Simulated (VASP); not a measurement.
# Nb (Im-3m) in VASP: further runs

Aim: see how the results for Nb move with the level of theory and the settings. Levels: PBE, PBE+D3(BJ), HSE06, PBE0. Tasks: single point, relaxation of cell and atoms.

Everything below comes from runs of VASP 6.6.1. Logs are shortened: lines on timing, memory, paths and dates and some standing lists are left out, and cuts for length are marked.

**1. The cell of the first run**

It takes space group Im-3m (No. 229, cubic). Conventional cell: a = 3.328 Å, b = 3.328 Å, c = 3.328 Å, α = 90.00°, β = 90.00°, γ = 90.00°. Nb (site symmetry m-3m) has 14 Nb at 2.88 to 3.33 Å within 3.8 Å.

**2. Single point, PBE**

INCAR

```
SYSTEM = Nb
PREC = Accurate
ENCUT = 500
EDIFF = 1E-6
ISMEAR = 0
SIGMA = 0.022
LREAL = .False.
LASPH = .True.
NELM = 120
ALGO = Normal
ISIF = 2
LWAVE = .False.
LCHARG = .True.
GGA = PE
LELF = .True.
LVHAR = .True.
NBANDS = 12
GGA_COMPAT = .False.
```

KPOINTS

```
Automatic mesh
0
Gamma
  11 11 11
  0 0 0
```

POSCAR

```
Nb
1.0
   -1.6639500000      1.6639500000      1.6639500000
    1.6639500000     -1.6639500000      1.6639500000
    1.6639500000      1.6639500000     -1.6639500000
Nb
1
Direct
    0.0000000000      0.0000000000      0.0000000000
```

Potentials or basis: VASP PAW PBE potentials, release 64 (Nb_sv).

The run is started by

```console
$ cat potpaw_PBE.64/Nb_sv/POTCAR > POTCAR
$ mpirun -np 1 vasp_std > vasp.out
```

OUTCAR:

```text
SYSTEM = Nb
   PREC = Accurate
   ENCUT = 500
   EDIFF = 1E-6
   ISMEAR = 0
   LREAL = .False.
   LASPH = .True.
   NELM = 120
   ISIF = 2
   GGA = PE

 ion  position               nearest neighbor table
   1  0.000  0.000  0.000-

  LATTYP: Found a body centered cubic cell.
 ALAT       =     3.3279000000

  Lattice vectors:

 A1 = (  -1.6639500000,   1.6639500000,   1.6639500000)
 A2 = (   1.6639500000,  -1.6639500000,   1.6639500000)
 A3 = (   1.6639500000,   1.6639500000,  -1.6639500000)

Analysis of symmetry for initial positions (statically):
=====================================================================
 Subroutine PRICEL returns:
 Original cell was already a primitive cell.

 Routine SETGRP: Setting up the symmetry group for a
 body centered cubic supercell.

 Subroutine GETGRP returns: Found 48 space group operations
 (whereof 48 operations were pure point group operations)
 out of a pool of 48 trial point group operations.

The static configuration has the point symmetry O_h .

Analysis of symmetry for dynamics (positions and initial velocities):
=====================================================================
 Subroutine PRICEL returns:
 Original cell was already a primitive cell.

 Routine SETGRP: Setting up the symmetry group for a
 body centered cubic supercell.

 Subroutine GETGRP returns: Found 48 space group operations
 (whereof 48 operations were pure point group operations)
 out of a pool of 48 trial point group operations.

The dynamic configuration has the point symmetry O_h .

 Subroutine INISYM returns: Found 48 space group operations
 (whereof 48 operations are pure point group operations),
 and found     1 'primitive' translations

----------------------------------------------------------------------------------------

                                     Primitive cell

  volume of cell :      18.4281

  direct lattice vectors                    reciprocal lattice vectors
    -1.663950000  1.663950000  1.663950000     0.000000000  0.300489798  0.300489798
     1.663950000 -1.663950000  1.663950000     0.300489798  0.000000000  0.300489798
     1.663950000  1.663950000 -1.663950000     0.300489798  0.300489798  0.000000000

  length of vectors
     2.882045941  2.882045941  2.882045941     0.424956748  0.424956748  0.424956748

  position of ions in fractional coordinates (direct lattice)
     0.000000000  0.000000000  0.000000000

  ion indices of the primitive-cell ions
   primitive index   ion index
                 1           1

----------------------------------------------------------------------------------------

 KPOINTS: Automatic mesh

Automatic generation of k-mesh.
 Grid dimensions read from file:
 generate k-points for:   11   11   11

 Generating k-lattice:

  Cartesian coordinates                     Fractional coordinates (reciprocal lattice)
     0.000000000  0.027317254  0.027317254     0.090909091  0.000000000  0.000000000
     0.027317254  0.000000000  0.027317254     0.000000000  0.090909091  0.000000000
     0.027317254  0.027317254  0.000000000     0.000000000  0.000000000  0.090909091

  Length of vectors
     0.038632432  0.038632432  0.038632432

  Shift w.r.t. Gamma in fractional coordinates (k-lattice)
     0.000000000  0.000000000  0.000000000

 Subroutine IBZKPT returns following result:
 ===========================================

 Found     56 irreducible k-points:

 Following reciprocal coordinates:
            Coordinates               Weight
  0.000000  0.000000  0.000000      1.000000
  0.090909  0.000000  0.000000     12.000000
  0.181818  0.000000  0.000000     12.000000
  0.272727  0.000000  0.000000     12.000000
  0.363636  0.000000  0.000000     12.000000
  0.454545  0.000000  0.000000     12.000000
[... 16 lines left out ...]
  0.272727  0.181818  0.090909     48.000000
  0.363636  0.181818  0.090909     24.000000
 [... further k-points ...]
   k-points           NKPTS =     56   k-points in BZ     NKDIM =     56   number of bands    NBANDS=     12
   number of dos      NEDOS =    301   number of ions     NIONS =      1
   total plane-waves  NPLWV =  13824
   dimension x,y,z NGX =    24 NGY =   24 NGZ =   24
   dimension x,y,z NGXF=    48 NGYF=   48 NGZF=   48
   ions per type =               1
   NGX,Y,Z   is equivalent  to a cutoff of  13.84, 13.84, 13.84 a.u.
   NGXF,Y,Z  is equivalent  to a cutoff of  27.69, 27.69, 27.69 a.u.
 SYSTEM =  Nb
   PREC   = accura    normal or accurate (medium, high low for compatibility)
   ISTART =      0    job   : 0-new  1-cont  2-samecut
   ICHARG =      2    charge: 1-file 2-atom 10-const
   ISPIN  =      1    spin polarized calculation?
   LNONCOLLINEAR =      F non collinear calculations
   LSORBIT =      F    spin-orbit coupling
   LASPH  =      T    aspherical Exc in radial PAW
   ENCUT  =  500.0 eV  36.75 Ry    6.06 a.u.   5.25  5.25  5.25*2*pi/ulx,y,z
   NELM   =    120;   NELMIN=  2; NELMDL= -5     # of ELM steps
   EDIFF  = 0.1E-05   stopping-criterion for ELM
   LREAL  =      F    real-space projection
   EDIFFG = 0.1E-04   stopping-criterion for IOM
   NSW    =      0    number of steps for IOM
   IBRION =     -1    ionic relax: 0-MD 1-quasi-New 2-CG
   NFREE  =      0    steps in history (QN), initial steepest desc. (CG)
   ISIF   =      2    stress and relaxation
   ISYM   =      2    0-nonsym 1-usesym 2-fastsym
   POTIM  = 0.5000    time-step for ionic-motion
   TEBEG  =    0.0;   TEEND  =   0.0 temperature during run
   PSTRESS=    0.0 pullay stress
   NELECT =      13.0000    total number of electrons
   NUPDOWN=      -1.0000    fix difference up-down
   EMIN   =  10.00;   EMAX   =-10.00  energy-range for DOS
   EFERMI =   0.00;   METHOD = LEGACY
   ISMEAR =     0;   SIGMA  =   0.02  broadening in eV -4-tet -1-fermi 0-gaus
   EFERMI_NEDOS =   21; number of points for ismear=-14 and -15
   IALGO  =     38    algorithm
   IMIX   =      4    mixing-type and parameters
     AMIX     =   0.40;   BMIX     =  1.00
     AMIX_MAG =   1.60;   BMIX_MAG =  1.00
  volume/ion in A,a.u.               =      18.43       124.36
  Fermi-wavevector in a.u.,A,eV,Ry     =   1.457345  2.753983 28.896790  2.123854
  Thomas-Fermi vector in A             =   2.574157
   LORBIT       =      0    0 simple, 1 ext, 2 COOP (PROOUT), +10 PAW based schemes
   GGA     = PE    functional components
   LHFCALC =     F    Hartree Fock is set to
   AEXX    =    0.0000 exact exchange contribution
   IVDW    =     0    specifies the selected vdW correction
   LEPSILON=     F    determine dielectric tensor
   LRPA    =     F    only Hartree local field effects (RPA)
 non-spin polarized calculation
 Gauss-broadening in eV      SIGMA  =   0.02
  energy-cutoff  :      500.00
  volume of cell :       18.43
 maximum number of plane-waves:       478
 NGX is ok and might be reduce to    24
   NGX = 11   NGY = 11   NGZ = 11

 number of electron      12.9999999 magnetization

 Free energy of the ion-electron system (eV)
  ---------------------------------------------------
  ext. energy  EPLUGINS =         0.00000000
  ---------------------------------------------------
  free energy    TOTEN  =       -10.20617360 eV

  energy without entropy =      -10.20550037  energy(sigma->0) =      -10.20583698

 E-fermi :  10.7909     XC(G=0): -12.3859

 val. band max:       10.7906694552   @ k =   0.2727   0.0000   0.0000
 cond. band min:      10.7945332485   @ k =  -0.3636   0.3636   0.1818
 fundamental gap:      0.0038637933
 Fermi energy:        10.7908906148

 k-point     1 :       0.0000    0.0000    0.0000
  band No.  band energies     occupation
      1     -43.5611      2.00000
      2     -18.9036      2.00000
      3     -18.9036      2.00000
      4     -18.9036      2.00000
      5       4.9577      2.00000
      6      11.2217      0.00000
      7      11.2217      0.00000
      8      11.2217      0.00000
      9      14.0562      0.00000
     10      14.0563      0.00000
     11      25.0174      0.00000
     12      25.0174      0.00000

 k-point     2 :       0.0909    0.0000    0.0000
  band No.  band energies     occupation
      1     -43.5437      2.00000
      2     -19.0109      2.00000
      3     -18.9364      2.00000
      4     -18.9044      2.00000
      5       5.2859      2.00000
      6      11.0240      0.00000
      7      11.1666      0.00000
      8      11.5370      0.00000
      9      13.7782      0.00000
     10      14.0594      0.00000
     11      25.2694      0.00000
     12      25.5864      0.00000

 k-point     3 :       0.1818    0.0000    0.0000
  band No.  band energies     occupation
      1     -43.4968      2.00000
      2     -19.2918      2.00000
      3     -19.0234      2.00000
      4     -18.9067      2.00000
      5       6.1465      2.00000
      6      10.5409      2.00000
      7      10.9144      0.00000
      8      12.4505      0.00000
      9      13.4735      0.00000
     10      14.1050      0.00000
     11      25.5621      0.00000
     12      26.8173      0.00000
[... 286 lines left out ...]
 k-point    23 :       0.2727    0.1818    0.0909
  band No.  band energies     occupation
      1     -43.3386      2.00000
      2     -19.9392      2.00000
      3     -19.3922      2.00000
      4     -19.1037      2.00000
      5       8.6004      2.00000
      6       9.3830      2.00000
      7      10.5867      2.00000
      8      14.3061      0.00000
      9      14.7540      0.00000
     10      18.7874      0.00000
     11      22.1179      0.00000
     12      23.9080      0.00000

 k-point    24 :       0.3636    0.1818    0.0909
  band No.  band energies     occupation
      1     -43.3259      2.00000
      2     -19.9440      2.00000
      3     -19.4752      2.00000
      4     -19.1125      2.00000
      5       8.5144      2.00000
      6       9.3282      2.00000
      7      11.1361      0.00000
      8      14.4243      0.00000
      9      14.8174      0.00000
     10      19.6701      0.00000
     11      21.0463      0.00000
     12      23.3508      0.00000

 [... further k-points ...]

------------------------ aborting loop because EDIFF is reached ----------------------------------------

  FORCE on cell =-STRESS in cart. coord.  units (eV):
  Direction    XX          YY          ZZ          XY          YZ          ZX
  --------------------------------------------------------------------------------------
  -------------------------------------------------------------------------------------
  Total       -0.2443142     -0.2443142     -0.2443142      0.0000000     -0.0000000      0.0000000
  in kB      -21.2411692    -21.2411692    -21.2411692      0.0000000     -0.0000000      0.0000000
  external PRESSURE =     -21.2411692 kB  Pullay stress =       0.0000000 kB

 VOLUME and BASIS-vectors are now :
 -----------------------------------------------------------------------------
  energy-cutoff  :      500.00
  volume of cell :       18.43
      direct lattice vectors                 reciprocal lattice vectors
    -1.663950000  1.663950000  1.663950000     0.000000000  0.300489798  0.300489798
     1.663950000 -1.663950000  1.663950000     0.300489798  0.000000000  0.300489798
     1.663950000  1.663950000 -1.663950000     0.300489798  0.300489798  0.000000000

 POSITION                                       TOTAL-FORCE (eV/Angst)
 -----------------------------------------------------------------------------------
      0.00000      0.00000      0.00000         0.000000     -0.000000      0.000000
 -----------------------------------------------------------------------------------
    total drift:                               -0.000000      0.000000      0.000000

  FREE ENERGIE OF THE ION-ELECTRON SYSTEM (eV)
  ---------------------------------------------------
  free  energy   TOTEN  =       -10.2061735997 eV

  energy  without entropy=      -10.2055003669  energy(sigma->0) =      -10.20583698
```

Run time: 30 s. Hardware: 1 thread of AMD EPYC 7R13, shared host; peak memory 0.11 GiB.

Results:

| Property | Result |
| --- | --- |
| Free energy | -10.2062 eV |
| Pressure | -2.1 GPa |

**3. Relaxation of cell and atoms, PBE+D3(BJ)**

INCAR

```
SYSTEM = Nb
  PREC = Accurate
  ENCUT = 500
  EDIFF = 1E-7
  ISMEAR = -1
  SIGMA = 0.05
  LREAL = .FALSE.
  LASPH = .TRUE.
  NELM = 120
  ALGO = Normal
  ISIF = 3
  LWAVE = .FALSE.
  LCHARG = .FALSE.
  GGA = PE
  IVDW = 12
  IBRION = 2
  NSW = 80
  EDIFFG = -0.005
  GGA_COMPAT = .FALSE.
  NELMIN = 4
```

KPOINTS

```
Automatic mesh
0
G
  11 11 11
  0 0 0
```

POSCAR is that of step 2.

Potentials or basis: VASP PAW PBE potentials, release 64 (Nb_sv).

The run is started by

```console
$ cat potpaw_PBE.64/Nb_sv/POTCAR > POTCAR
$ mpirun -np 1 vasp_std > vasp.out
```

Run time: 93 s. Hardware: 1 thread of AMD EPYC 7R13, shared host; peak memory 0.13 GiB.

The run converged. Its results:

```yaml
Free_energy: -10.9598 eV
Relaxed_volume: 17.47 Å³/atom
Relaxed_cell: a = 2.831 Å, b = 2.831 Å, c = 2.831 Å, α = 109.47°, β = 109.47°, γ = 109.47°
Space_group_after_relaxing_to_0.05_Å: Im-3m (No. 229)
Energy_gained_by_relaxing: 27.7 meV/atom
Ionic_steps: 4
Pressure_after_relaxing: 0.0 GPa
Dispersion_energy_per_atom: -0.760 eV
```

The path:
```tsv
step	energy change (eV)	largest force (eV/Å)	pressure (GPa)	volume (Å³)
1	0.0000	0.0000	-8.90	18.43
2	0.0702	0.0000	20.47	15.83
3	-0.0277	0.0000	-0.29	17.50
4	-0.0277	0.0000	-0.02	17.47
```

Final structure:
```cif
data_structure
_symmetry_space_group_name_H-M 'P 1'
_symmetry_Int_Tables_number 1
_cell_length_a 2.8311
_cell_length_b 2.8311
_cell_length_c 2.8311
_cell_angle_alpha 109.471
_cell_angle_beta 109.471
_cell_angle_gamma 109.471
_cell_volume 17.47
loop_
_atom_site_label
_atom_site_type_symbol
_atom_site_fract_x
_atom_site_fract_y
_atom_site_fract_z
_atom_site_occupancy
Nb1 Nb 0.00000 0.00000 0.00000 1
```

Levels at points of the mesh, in eV from the Fermi level:
```csv
k point,band 2,band 3,band 4,band 5,band 6,band 7,band 8,band 9,band 10
"(0.00, 0.00, 0.00)",-29.52,-29.52,-29.52,-5.96,0.40,0.40,0.40,3.41,3.41
```

Caveat: pairwise dispersion overbinds metals, which lowers pressure and volume.

**4. Single point, HSE06**

This run uses another cell than the first one, of 17.32 Å³/atom, 0.940 times its volume.

POSCAR

```
Nb
1.0
   -1.6299823056      1.6299823056      1.6299823056
    1.6299823056     -1.6299823056      1.6299823056
    1.6299823056      1.6299823056     -1.6299823056
Nb
1
Direct
    0.0000000000      0.0000000000      0.0000000000
```

INCAR.step1

```
SYSTEM = Nb
ALGO = Normal ; EDIFF = 1E-5
ENCUT = 400 ; GGA = PE
GGA_COMPAT = .False. ; ISIF = 2
ISMEAR = -1 ; LASPH = .True.
LREAL = .False. ; LWAVE = .True.
NBANDS = 12 ; NELM = 120
PREC = Accurate ; SIGMA = 0.05
```

INCAR.step2

```
SYSTEM = Nb
ALGO = Normal ; EDIFF = 1E-6
ENCUT = 400 ; GGA = PE
GGA_COMPAT = .False. ; HFSCREEN = 0.2079
ISIF = 2 ; ISMEAR = -1
ISTART = 1 ; LASPH = .True.
LCHARG = .True. ; LELF = .True.
LHFCALC = .True. ; LREAL = .False.
LVHAR = .True. ; LWAVE = .False.
NBANDS = 12 ; NELM = 120
PREC = Accurate ; PRECFOCK = Normal
SIGMA = 0.05
```

KPOINTS

```
k-points
0
Gamma
  6 6 6
  0 0 0
```

The run is started by

```console
$ cat potpaw_PBE.64/Nb_sv/POTCAR > POTCAR
$ cp INCAR.step1 INCAR
$ mpirun -np 1 vasp_std > vasp.out
$ cp INCAR.step2 INCAR
$ mpirun -np 1 vasp_std > vasp.out
```

Wall time 4.7 min (1 thread of AMD EPYC 9R14 (Zen 4), shared host); peak memory 0.18 GiB.

The run converged. Its results:

* Free energy: -11.8091 eV
* Pressure: 0.2 GPa

Levels at points of the mesh, in eV from the Fermi level:
| k point | band 3 | band 4 | band 5 | band 6 | band 7 | band 8 | band 9 | band 10 |
| --- | --- | --- | --- | --- | --- | --- | --- | --- |
| (0.00, 0.00, 0.00) | -31.94 | -31.94 | -7.08 | 0.47 | 0.47 | 0.47 | 4.15 | 4.15 |
| (0.50, 0.00, 0.00) | -32.47 | -31.95 | -4.66 | -2.29 | 2.43 | 4.15 | 4.93 | 7.53 |
| (0.50, 0.50, 0.50) | -33.10 | -33.10 | -4.66 | -4.66 | 6.61 | 6.61 | 6.61 | 10.01 |

Caveat: the k points lie up to 0.45 Å⁻¹ apart; the PAW data sets were made with another functional, which shifts forces and pressure a little.

(Part 1 of 2 ends here.)
